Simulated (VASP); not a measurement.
# SiC in VASP: a series of runs, part 2 of 2

VASP 6.6.1. The steps go on from the part before.

## (4) Single point, PBE

This run uses another cell than the first one: it holds 6 atoms, not 2.

Contents of INCAR:

```
PREC = Accurate
ENCUT = 520
EDIFF = 1E-6
ISMEAR = 0
SIGMA = 0.1
LREAL = False
LASPH = True
NELM = 100
ALGO = Normal
ISIF = 2
LWAVE = False
LCHARG = True
GGA = PE
LELF = True
LVHAR = True
NBANDS = 21
```

Contents of KPOINTS:

```
Automatic mesh
0
Gamma
  6 6 4
```

Contents of POSCAR:

```
SiC
1.0
    2.8700412300      0.0000000000      0.0000000000
   -1.4350206150      2.4855286151      0.0000000000
    0.0000000000      0.0000000000      7.0265812570
Si C
3 3
Direct
    0.0000000000     -0.3334149863      0.1666666667
    0.3334149863      0.3334149863      0.5000000000
   -0.3334149863      0.0000000000      0.8333333333
    0.3334710117      0.3334710117      0.0000000000
    0.6665289883      0.0000000000      0.3333333333
    0.0000000000      0.6665289883      0.6666666667
```

Command:

```bash
> cat potpaw_PBE.64/Si/POTCAR potpaw_PBE.64/C/POTCAR > POTCAR
> mpirun -np 1 vasp_std > vasp.out
```

Run time: 10 s. Hardware: 1 thread of Intel Xeon 6975P-C (Granite Rapids), shared host; peak memory 0.17 GiB.

Results (log left out):

| Quantity | Value |
| --- | --- |
| Free energy | -40.6828 eV |
| Pressure | 0.1 GPa |
| Band gap on the k mesh | zero (band 12 reaches 12.31 eV, above the bottom of band 13 at 11.31 eV) |

Forces in eV/Å, atoms in the order of the input:
```
Si  -0.001  0.002  0.000
Si  -0.001 -0.002  0.000
Si   0.002  0.000  0.000
C   -0.001 -0.002  0.000
C    0.002  0.000  0.000
C   -0.001  0.002  0.000
```

Stress tensor (GPa, compression positive):
```
-0.04  0.00  0.00
 0.00 -0.04  0.00
 0.00  0.00  0.52
```

Levels at points of the mesh, in eV from the Fermi level:
```tsv
k point	band 8	band 9	band 10	band 11	band 12	band 13	band 14	band 15	band 16	band 17
(0.00, 0.00, 0.00)	-0.80	-0.80	0.05	0.05	0.06	6.19	6.19	6.20	6.21	6.21
(0.50, 0.00, 0.00)	-4.22	-3.41	-3.41	-2.19	-2.19	-0.94	2.61	3.07	3.07	7.52
(0.00, 0.00, 0.50)	-0.98	-0.30	-0.30	-0.30	-0.30	5.27	5.27	5.91	7.19	7.19
(0.50, 0.00, 0.50)	-6.24	-3.68	-3.68	-0.98	-0.97	0.75	0.75	5.28	5.28	5.34
```

Caveat: the k points lie up to 0.42 Å⁻¹ apart.

## (5) Relaxation of cell and atoms, PBE

This run uses another cell than the first one, of 10.79 Å³/atom, 1.293 times its volume.

Contents of INCAR:

```
SYSTEM = SiC
PREC     = Accurate       ! precision mode
ENCUT    = 600            ! plane-wave cutoff, eV
EDIFF    = 1E-6           ! SCF threshold, eV
ISMEAR   = 0              ! smearing method
SIGMA    = 0.1            ! smearing width, eV
LREAL    = .False.        ! projectors in reciprocal space
LASPH    = .True.         ! aspherical terms in the spheres
NELM     = 80             ! most SCF steps
ALGO     = Normal         ! electronic algorithm
ISIF     = 3              ! what is computed and relaxed
LWAVE    = .False.        ! write WAVECAR
LCHARG   = .False.        ! write CHGCAR
GGA      = PE             ! functional
IBRION   = 2              ! ionic algorithm
NSW      = 90             ! ionic steps
EDIFFG   = -0.04          ! ionic threshold
```

Contents of KPOINTS:

```
Automatic mesh
0
Gamma
  8 8 8
  0 0 0
```

Contents of POSCAR:

```
SiC
1.0
   -1.5689450092      1.5689450092      2.1924131066
    1.5689450092     -1.5689450092      2.1924131066
    1.5689450092      1.5689450092     -2.1924131066
Si C
1 1
Direct
    0.0000000000      0.0000000000      0.0000000000
    0.5000000000      0.5000000000      0.0000000000
```

Command:

```bash
> cat potpaw_PBE.64/Si/POTCAR potpaw_PBE.64/C/POTCAR > POTCAR
> mpirun -np 1 vasp_std > vasp.out
```

Wall time 22 s (1 thread of Intel Xeon 6975P-C (Granite Rapids), shared host); peak memory 0.16 GiB.

Results (log left out):

* Free energy: -13.5800 eV
* Relaxed volume: 8.35 Å³/atom
* Relaxed cell: a = 2.869 Å, b = 2.869 Å, c = 2.869 Å, α = 120.02°, β = 120.02°, γ = 89.97°
* Space group after relaxing (to 0.05 Å): Fm-3m (No. 225)
* Energy gained by relaxing: 331.9 meV/atom
* Ionic steps: 6
* Pressure after relaxing: 0.0 GPa
* Band gap on the k mesh: zero (band 4 reaches 12.38 eV, above the bottom of band 5 at 11.32 eV)

Stress tensor (GPa, compression positive):
```
 0.07  0.00  0.00
 0.00  0.07  0.00
 0.00  0.00 -0.06
```

The path:
| step | energy change (eV) | largest force (eV/Å) | pressure (GPa) | volume (Å³) |
| --- | --- | --- | --- | --- |
| 1 | 0.0000 | 0.0000 | -35.77 | 21.59 |
| 2 | -0.4823 | 0.0000 | 36.11 | 14.90 |
| 3 | -0.6626 | 0.0000 | -0.94 | 16.79 |
| 4 | -0.6628 | 0.0000 | 0.29 | 16.70 |
| 5 | -0.6635 | 0.0000 | 0.07 | 16.70 |
| 6 | -0.6638 | 0.0000 | 0.03 | 16.69 |

Final structure:
```
CELL_PARAMETERS angstrom
-1.43414 1.43414 2.02913
1.43414 -1.43414 2.02913
1.43414 1.43414 -2.02913
ATOMIC_POSITIONS crystal
Si 0.00000 0.00000 0.00000
C 0.50000 0.50000 0.00000
```

Levels at points of the mesh, in eV from the Fermi level:
```csv
k point,band 1,band 2,band 3,band 4,band 5,band 6,band 7,band 8
"(0.00, 0.00, 0.00)",-18.43,-0.04,-0.04,-0.03,7.32,8.90,8.91,8.91
"(0.50, 0.00, 0.00)",-13.28,-11.53,-1.07,-1.07,5.19,5.20,5.83,9.49
"(0.50, 0.50, 0.00)",-11.53,-9.79,-4.32,-4.32,-1.02,2.52,14.70,14.71
"(0.50, 0.50, 0.50)",-11.54,-9.79,-4.32,-4.32,-1.01,2.53,14.71,14.71
```

Caveat: the volume moved by over 15 % at a fixed basis, so the end points are rough.

## (6) Single point, PBE

Contents of INCAR:

```
  ALGO = Normal
  EDIFF = 1E-7
  ENCUT = 520
  GGA = PE
  ISIF = 2
  ISMEAR = 0
  LASPH = True
  LCHARG = True
  LELF = True
  LREAL = False
  LVHAR = True
  LWAVE = False
  NBANDS = 11
  NELM = 80
  PREC = Accurate
  SIGMA = 0.1
```

Contents of KPOINTS:

```
k-points
0
Gamma
  24 24 24
```

Contents of POSCAR:

```
SiC
1.0
    0.0000000000      2.0285923421      2.0285923421
    2.0285923421      0.0000000000      2.0285923421
    2.0285923421      2.0285923421      0.0000000000
Si C
1 1
Direct
    0.0000000000      0.0000000000      0.0000000000
    0.5000000000      0.5000000000      0.5000000000
```

Potentials or basis: VASP PAW PBE potentials, release 64 (Si, C).

Command:

```bash
> cat potpaw_PBE.64/Si/POTCAR potpaw_PBE.64/C/POTCAR > POTCAR
> mpirun -np 1 vasp_std > vasp.out
```

OUTCAR:

```text
EDIFF = 1E-7
   ENCUT = 520
   GGA = PE
   ISIF = 2
   ISMEAR = 0
   LASPH = True
   LREAL = False
   NELM = 80
   PREC = Accurate

 ion  position               nearest neighbor table
   1  0.000  0.000  0.000-   2 2.03   2 2.03   2 2.03   2 2.03   2 2.03   2 2.03
   2  0.500  0.500  0.500-   1 2.03   1 2.03   1 2.03   1 2.03   1 2.03   1 2.03

  LATTYP: Found a face centered cubic cell.
 ALAT       =     4.0571846842

  Lattice vectors:

 A1 = (   0.0000000000,   2.0285923421,   2.0285923421)
 A2 = (   2.0285923421,   0.0000000000,   2.0285923421)
 A3 = (   2.0285923421,   2.0285923421,   0.0000000000)

Analysis of symmetry for initial positions (statically):
=====================================================================
 Subroutine PRICEL returns:
 Original cell was already a primitive cell.

 Routine SETGRP: Setting up the symmetry group for a
 face centered cubic supercell.

 Subroutine GETGRP returns: Found 48 space group operations
 (whereof 48 operations were pure point group operations)
 out of a pool of 48 trial point group operations.

The static configuration has the point symmetry O_h .

[... 164 lines left out ...]
 cond. band min:      12.2435676422   @ k =   0.4583   0.3750   0.0000
 fundamental gap:      0.0227094644
 Fermi energy:        12.2428186281

 k-point     1 :       0.0000    0.0000    0.0000
  band No.  band energies     occupation
      1      -6.0911      2.00000
      2      12.3049      0.37978
      3      12.3049      0.37978
      4      12.3049      0.37978
      5      19.6633      0.00000
      6      21.2454      0.00000
      7      21.2454      0.00000
      8      21.2454      0.00000
      9      24.9370      0.00000
     10      24.9370      0.00000
     11      24.9370      0.00000
[... 309 lines left out ...]
 k-point    24 :       0.4583    0.0417    0.0000
  band No.  band energies     occupation
      1      -1.5275      2.00000
      2       1.5908      2.00000
      3      11.1108      2.00000
      4      11.1576      2.00000
      5      17.3037      0.00000
      6      17.8955      0.00000
      7      18.3910      0.00000
      8      22.2242      0.00000
      9      26.6746      0.00000
     10      29.1336      0.00000
     11      29.9764      0.00000

 [... further k-points ...]
[... 5 lines left out ...]
  --------------------------------------------------------------------------------------
  -------------------------------------------------------------------------------------
  Total        0.0168735      0.0168735      0.0168735     -0.0000000     -0.0000000      0.0000000
  in kB        1.6192059      1.6192059      1.6192059     -0.0000000     -0.0000000      0.0000000
  external PRESSURE =       1.6192059 kB  Pullay stress =       0.0000000 kB

 VOLUME and BASIS-vectors are now :
 -----------------------------------------------------------------------------
  energy-cutoff  :      520.00
  volume of cell :       16.70
      direct lattice vectors                 reciprocal lattice vectors
     0.000000000  2.028592342  2.028592342    -0.246476332  0.246476332  0.246476332
     2.028592342  0.000000000  2.028592342     0.246476332 -0.246476332  0.246476332
     2.028592342  2.028592342  0.000000000     0.246476332  0.246476332 -0.246476332

 POSITION                                       TOTAL-FORCE (eV/Angst)
 -----------------------------------------------------------------------------------
      0.00000      0.00000      0.00000        -0.000000      0.000000     -0.000000
      2.02859      2.02859      2.02859         0.000000     -0.000000      0.000000
 -----------------------------------------------------------------------------------
    total drift:                               -0.000000     -0.000000      0.000000

  FREE ENERGIE OF THE ION-ELECTRON SYSTEM (eV)
  ---------------------------------------------------
  free  energy   TOTEN  =       -13.5757372459 eV

  energy  without entropy=      -13.5737563069  energy(sigma->0) =      -13.57474678
```

stdout:

```text
POSCAR found type information on POSCAR SiC
 POSCAR found :  2 types and       2 ions
 scaLAPACK will be used
 LDA part: xc-table for (Slater+PW92), standard interpolation
 POSCAR, INCAR and KPOINTS ok, starting setup
 FFT: planning ... GRIDC
 FFT: planning ... GRID_SOFT
 FFT: planning ... GRID
 WAVECAR not read
 entering main loop
```

Wall time 21 s (1 thread of Intel Xeon 6975P-C (Granite Rapids), shared host); peak memory 0.19 GiB.

What came out:

```
Free energy            : -13.5757 eV
Pressure               : 0.2 GPa
Band gap on the k mesh : zero (band 4 reaches 12.38 eV, above the bottom of band 5 at 11.32 eV)
```

## (7) Single point, PBE

Contents of INCAR:

```
PREC = Accurate
ENCUT = 520
EDIFF = 1E-7
ISMEAR = 0
SIGMA = 0.1
LREAL = False
LASPH = True
NELM = 60
ALGO = Normal
ISIF = 2
LWAVE = False
LCHARG = False
GGA = PE
NBANDS = 11
```

Contents of KPOINTS:

```
regular mesh
0
Gamma
  24 24 24
```

Contents of POSCAR:

```
SiC
1.0
    0.0000000000      2.0285382249      2.0285382249
    2.0285382249      0.0000000000      2.0285382249
    2.0285382249      2.0285382249      0.0000000000
Si C
1 1
Direct
    0.5000000000      0.5000000000      0.5000000000
    0.0000000000      0.0000000000      0.0000000000
```

Command:

```bash
> cat potpaw_PBE.64/Si/POTCAR potpaw_PBE.64/C/POTCAR > POTCAR
> mpirun -np 1 vasp_std > vasp.out
```

It took 20 s on 1 thread of Intel Xeon 6975P-C (Granite Rapids), shared host; peak memory 0.18 GiB.

It converged, with:

```yaml
Free_energy: -13.5757 eV
Pressure: 0.2 GPa
Band_gap_on_the_k_mesh: zero (band 4 reaches 12.38 eV, above the bottom of band 5 at 11.33 eV)
```

Levels at points of the mesh, in eV from the Fermi level:
```tsv
k point	band 2	band 3	band 4	band 5	band 6	band 7
(0.00, 0.00, 0.00)	0.06	0.06	0.06	7.42	9.00	9.00
(0.50, 0.00, 0.00)	-11.43	-0.97	-0.97	5.29	5.29	5.93
(0.50, 0.50, 0.00)	-9.69	-4.22	-4.22	-0.92	2.62	14.80
```

## (8) The runs side by side

| task | cell | k mesh | cutoff (eV) | gap on the mesh (eV) | pressure (GPa) |
| --- | --- | --- | --- | --- | --- |
| single point | a = 2.868 Å, angles 120.0, 120.0, 90.1°, 2 atoms | 8 × 8 × 8 | 520 | none | 0.2 |
| single point | a = 3.119 Å, angles 119.6, 119.6, 90.7°, 2 atoms | 8 × 8 × 8 | 520 | none | -35.7 |
| single point | a = 2.870, b = 2.870, c = 7.027 Å, angles 90.0, 90.0, 120.0°, 6 atoms | 6 × 6 × 4 | 520 | none | 0.1 |
| relaxation of cell and atoms | relaxed from a = 3.119 Å, angles 119.6, 119.6, 90.7°, 2 atoms | 8 × 8 × 8 | 600 | none | 0.0 |
| single point | a = 2.869 Å, angles 60.0°, 2 atoms | 24 × 24 × 24 | 520 | none | 0.2 |

Alike in all rows: level PBE; potentials or basis VASP PAW PBE potentials, release 64 (Si, C); no spin polarisation; smearing gaussian 0.1 eV.

Caveats: some runs use coarse meshes; the volume moved by over 15 % at a fixed basis, so the end points are rough (some runs).

Total energies depend on the potentials used, so only differences within one code and one set of settings carry meaning.
